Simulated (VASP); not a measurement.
# Ti (P6_3/mmc) in VASP: relaxation of cell and atoms with PBE

Aim: the relaxation of cell and atoms of Ti with PBE.

Everything below comes from runs of VASP 6.6.1. Logs are shortened: lines on timing, memory, paths and dates and some standing lists are left out, and cuts for length are marked.

### Step 1. The cell of the first run

It takes space group P6_3/mmc (No. 194, hexagonal). The conventional cell has a = 2.923 Å, b = 2.923 Å, c = 9.546 Å, α = 90.00°, β = 90.00°, γ = 120.00°. Ti (site symmetry -3m) has 12 Ti at 2.92 Å within 3.8 Å. Ti (site symmetry -6m2) has 12 Ti at 2.92 Å within 3.8 Å.

### Step 2. Relaxation of cell and atoms, PBE

File INCAR:

```
SYSTEM = Ti
PREC = Accurate ; ENCUT = 600
EDIFF = 1E-6 ; ISMEAR = -1
SIGMA = 0.1 ; LREAL = .False.
LASPH = .True. ; NELM = 100
ALGO = Normal ; ISIF = 3
LWAVE = .False. ; LCHARG = .False.
GGA = PE ; IBRION = 2
NSW = 80 ; EDIFFG = -0.01
```

File KPOINTS:

```
regular mesh
0
Gamma
  12 12 4
  0 0 0
```

File POSCAR:

```
Ti
1.0
    2.9229395509      0.0000000000      0.0000000000
   -1.4614697754      2.5313399048      0.0000000000
    0.0000000000      0.0000000000      9.5463205732
Ti
4
Direct
    0.0000000000      0.0000000000      0.0000000000
    0.0000000000      0.0000000000      0.5000000000
    0.3333333333      0.6666666667      0.2500000000
    0.6666666667      0.3333333333      0.7500000000
```

Potentials or basis: VASP PAW PBE potentials, release 64 (Ti_sv).

Command:

```bash
$ cat potpaw_PBE.64/Ti_sv/POTCAR > POTCAR
$ mpirun -np 1 vasp_std > vasp.out
```

OUTCAR:

```text
SYSTEM = Ti
   PREC = Accurate
   ENCUT = 600
   EDIFF = 1E-6
   ISMEAR = -1
   LREAL = .False.
   LASPH = .True.
   NELM = 100
   ISIF = 3
   GGA = PE
   IBRION = 2
   NSW = 80
   EDIFFG = -0.01

 ion  position               nearest neighbor table
   1  0.000  0.000  0.000-
   2  0.000  0.000  0.500-
   3  0.333  0.667  0.250-
   4  0.667  0.333  0.750-

  LATTYP: Found a hexagonal cell.
 ALAT       =     2.9229395509
 C/A-ratio  =     3.2660000000

  Lattice vectors:

 A1 = (   2.9229395509,   0.0000000000,   0.0000000000)
 A2 = (  -1.4614697754,   2.5313399048,   0.0000000000)
 A3 = (   0.0000000000,   0.0000000000,   9.5463205732)

Analysis of symmetry for initial positions (statically):
=====================================================================
 Subroutine PRICEL returns:
 Original cell was already a primitive cell.

 Routine SETGRP: Setting up the symmetry group for a
 hexagonal supercell.

 Subroutine GETGRP returns: Found 24 space group operations
 (whereof 12 operations were pure point group operations)
 out of a pool of 24 trial point group operations.

The static configuration has the point symmetry D_3d.
 The point group associated with its full space group is D_6h.

Analysis of symmetry for dynamics (positions and initial velocities):
=====================================================================
 Subroutine PRICEL returns:
 Original cell was already a primitive cell.

 Routine SETGRP: Setting up the symmetry group for a
 hexagonal supercell.

 Subroutine GETGRP returns: Found 24 space group operations
 (whereof 12 operations were pure point group operations)
 out of a pool of 24 trial point group operations.

The dynamic configuration has the point symmetry D_3d.
 The point group associated with its full space group is D_6h.

 Subroutine INISYM returns: Found 24 space group operations
 (whereof 12 operations are pure point group operations),
 and found     1 'primitive' translations

----------------------------------------------------------------------------------------

                                     Primitive cell

  volume of cell :      70.6328

  direct lattice vectors                    reciprocal lattice vectors
     2.922939551  0.000000000  0.000000000     0.342121341  0.197523849  0.000000000
    -1.461469775  2.531339905  0.000000000     0.000000000  0.395047697  0.000000000
     0.000000000  0.000000000  9.546320573     0.000000000  0.000000000  0.104752401

  length of vectors
     2.922939551  2.922939551  9.546320573     0.395047697  0.395047697  0.104752401

  position of ions in fractional coordinates (direct lattice)
     0.000000000  0.000000000  0.000000000
     0.000000000  0.000000000  0.500000000
     0.333333333  0.666666667  0.250000000
     0.666666667  0.333333333  0.750000000

  ion indices of the primitive-cell ions
   primitive index   ion index
                 1           1
                 2           2
                 3           3
                 4           4

----------------------------------------------------------------------------------------

 KPOINTS: regular mesh

Automatic generation of k-mesh.
 Grid dimensions read from file:
 generate k-points for:   12   12    4

 Generating k-lattice:

  Cartesian coordinates                     Fractional coordinates (reciprocal lattice)
     0.028510112  0.016460321  0.000000000     0.083333333  0.000000000  0.000000000
     0.000000000  0.032920641  0.000000000     0.000000000  0.083333333  0.000000000
     0.000000000  0.000000000  0.026188100     0.000000000  0.000000000  0.250000000

  Length of vectors
     0.032920641  0.032920641  0.026188100

  Shift w.r.t. Gamma in fractional coordinates (k-lattice)
     0.000000000  0.000000000  0.000000000

 Subroutine IBZKPT returns following result:
 ===========================================

 Found     57 irreducible k-points:

 Following reciprocal coordinates:
            Coordinates               Weight
  0.000000  0.000000  0.000000      1.000000
  0.083333  0.000000  0.000000      6.000000
  0.166667  0.000000  0.000000      6.000000
  0.250000 -0.000000  0.000000      6.000000
  0.333333  0.000000  0.000000      6.000000
  0.416667 -0.000000  0.000000      6.000000
[... 16 lines left out ...]
  0.250000 -0.000000  0.250000     12.000000
  0.333333  0.000000  0.250000     12.000000
 [... further k-points ...]
   k-points           NKPTS =     57   k-points in BZ     NKDIM =     57   number of bands    NBANDS=     28
   number of dos      NEDOS =    301   number of ions     NIONS =      4
   total plane-waves  NPLWV =  46080
   dimension x,y,z NGX =    24 NGY =   24 NGZ =   80
   dimension x,y,z NGXF=    48 NGYF=   48 NGZF=  160
   ions per type =               4
   NGX,Y,Z   is equivalent  to a cutoff of  13.65, 13.65, 13.93 a.u.
   NGXF,Y,Z  is equivalent  to a cutoff of  27.30, 27.30, 27.86 a.u.
 SYSTEM =  Ti
   PREC   = accura    normal or accurate (medium, high low for compatibility)
   ISTART =      0    job   : 0-new  1-cont  2-samecut
   ICHARG =      2    charge: 1-file 2-atom 10-const
   ISPIN  =      1    spin polarized calculation?
   LNONCOLLINEAR =      F non collinear calculations
   LSORBIT =      F    spin-orbit coupling
   LASPH  =      T    aspherical Exc in radial PAW
   ENCUT  =  600.0 eV  44.10 Ry    6.64 a.u.   5.84  5.84 19.07*2*pi/ulx,y,z
   NELM   =    100;   NELMIN=  2; NELMDL= -5     # of ELM steps
   EDIFF  = 0.1E-05   stopping-criterion for ELM
   LREAL  =      F    real-space projection
   EDIFFG = -.1E-01   stopping-criterion for IOM
   NSW    =     80    number of steps for IOM
   IBRION =      2    ionic relax: 0-MD 1-quasi-New 2-CG
   NFREE  =      1    steps in history (QN), initial steepest desc. (CG)
   ISIF   =      3    stress and relaxation
   ISYM   =      2    0-nonsym 1-usesym 2-fastsym
   POTIM  = 0.5000    time-step for ionic-motion
   TEBEG  =    0.0;   TEEND  =   0.0 temperature during run
   PSTRESS=    0.0 pullay stress
   NELECT =      48.0000    total number of electrons
   NUPDOWN=      -1.0000    fix difference up-down
   EMIN   =  10.00;   EMAX   =-10.00  energy-range for DOS
   EFERMI =   0.00;   METHOD = LEGACY
   ISMEAR =    -1;   SIGMA  =   0.10  broadening in eV -4-tet -1-fermi 0-gaus
   EFERMI_NEDOS =   21; number of points for ismear=-14 and -15
   IALGO  =     38    algorithm
   IMIX   =      4    mixing-type and parameters
     AMIX     =   0.40;   BMIX     =  1.00
     AMIX_MAG =   1.60;   BMIX_MAG =  1.00
  volume/ion in A,a.u.               =      17.66       119.16
  Fermi-wavevector in a.u.,A,eV,Ry     =   1.439306  2.719894 28.185854  2.071602
  Thomas-Fermi vector in A             =   2.558176
   LORBIT       =      0    0 simple, 1 ext, 2 COOP (PROOUT), +10 PAW based schemes
   GGA     = PE    functional components
   LHFCALC =     F    Hartree Fock is set to
   AEXX    =    0.0000 exact exchange contribution
   IVDW    =     0    specifies the selected vdW correction
   LEPSILON=     F    determine dielectric tensor
   LRPA    =     F    only Hartree local field effects (RPA)
 conjugate gradient relaxation of ions
 non-spin polarized calculation
  energy-cutoff  :      600.00
  volume of cell :       70.63
 maximum number of plane-waves:      2376
 NGX is ok and might be reduce to    24
   NGX = 11   NGY = 11   NGZ = 39

--------------------------------------- Ionic step        1  -------------------------------------------

 number of electron      47.9999999 magnetization

 Free energy of the ion-electron system (eV)
  ---------------------------------------------------
  ext. energy  EPLUGINS =         0.00000000
  ---------------------------------------------------
  free energy    TOTEN  =       -31.26305549 eV

  energy without entropy =      -31.04666414  energy(sigma->0) =      -31.15485981

------------------------ aborting loop because EDIFF is reached ----------------------------------------

  FORCE on cell =-STRESS in cart. coord.  units (eV):
  Direction    XX          YY          ZZ          XY          YZ          ZX
  --------------------------------------------------------------------------------------
  -------------------------------------------------------------------------------------
  Total       -0.1952999     -0.1952999     -1.1871710     -0.0000000      0.0000000      0.0000000
  in kB       -4.4300259     -4.4300259    -26.9288330     -0.0000000      0.0000000      0.0000000
  external PRESSURE =     -11.9296282 kB  Pullay stress =       0.0000000 kB
[... 137 lines left out ...]
  energy  without entropy=      -31.0629889057  energy(sigma->0) =      -31.16795803

--------------------------------------- Ionic step        5  -------------------------------------------

 number of electron      47.9999986 magnetization

 Free energy of the ion-electron system (eV)
  ---------------------------------------------------
  ext. energy  EPLUGINS =         0.00000000
  ---------------------------------------------------
  free energy    TOTEN  =       -31.27302682 eV

  energy without entropy =      -31.06336645  energy(sigma->0) =      -31.16819663

 E-fermi :   8.1997     XC(G=0): -11.4760

 val. band max:        8.1956310063   @ k =   0.1667   0.0000   0.2500
 cond. band min:       8.2070764023   @ k =   0.3333   0.3333   0.0000
 fundamental gap:      0.0114453960
 Fermi energy:         8.1997101954

 k-point     1 :       0.0000    0.0000    0.0000
  band No.  band energies     occupation
      1     -48.5766      2.00000
      2     -48.5198      2.00000
      3     -48.5043      2.00000
      4     -48.4466      2.00000
      5     -25.1267      2.00000
      6     -24.8064      2.00000
[... 733 lines left out ...]
     27       9.1022      0.00024
     28       9.1376      0.00017

 [... further k-points ...]
[... 5 lines left out ...]
  --------------------------------------------------------------------------------------
  -------------------------------------------------------------------------------------
  Total        0.0207241      0.0207241      0.0056090      0.0000000      0.0000000      0.0000000
  in kB        0.4755595      0.4755595      0.1287100      0.0000000      0.0000000      0.0000000
  external PRESSURE =       0.3599430 kB  Pullay stress =       0.0000000 kB
[... 19 lines left out ...]
  FREE ENERGIE OF THE ION-ELECTRON SYSTEM (eV)
  ---------------------------------------------------
  free  energy   TOTEN  =       -31.2730268169 eV

  energy  without entropy=      -31.0633664483  energy(sigma->0) =      -31.16819663

 reached required accuracy - stopping structural energy minimisation
```

It took 11 min on 1 thread of Intel Xeon 8259CL, shared host; peak memory 0.27 GiB.

Results:

| Quantity | Value |
| --- | --- |
| Free energy | -31.2730 eV |
| Relaxed volume | 17.46 Å³/atom |
| Relaxed cell | a = 2.932 Å, b = 2.932 Å, c = 9.381 Å, α = 90.00°, β = 90.00°, γ = 120.00° |
| Space group after relaxing (to 0.1 Å) | P6_3/mmc (No. 194) |
| Energy gained by relaxing | 2.5 meV/atom |
| Ionic steps | 5 |
| Pressure after relaxing | 0.0 GPa |
| Band gap on the k mesh | zero (bands 24 and 25 overlap by 1.09 eV) |

Step by step:
```csv
step,energy change (eV),largest force (eV/Å),pressure (GPa),volume (Å³)
1,0.0000,0.0000,-1.19,70.63
2,-0.0073,0.0000,0.87,69.29
3,-0.0076,0.0000,0.49,69.51
4,-0.0099,0.0000,0.10,69.76
5,-0.0100,0.0000,0.04,69.82
```

Final structure:
```cif
data_structure
_symmetry_space_group_name_H-M 'P 1'
_symmetry_Int_Tables_number 1
_cell_length_a 2.9315
_cell_length_b 2.9315
_cell_length_c 9.3812
_cell_angle_alpha 90.000
_cell_angle_beta 90.000
_cell_angle_gamma 120.000
_cell_volume 69.82
loop_
_atom_site_label
_atom_site_type_symbol
_atom_site_fract_x
_atom_site_fract_y
_atom_site_fract_z
_atom_site_occupancy
Ti1 Ti 0.00000 0.00000 0.00000 1
Ti2 Ti 0.00000 0.00000 0.50000 1
Ti3 Ti 0.33333 0.66667 0.25000 1
Ti4 Ti 0.66667 0.33333 0.75000 1
```

Caveat: the highest band is partly filled, so the run has too few bands.
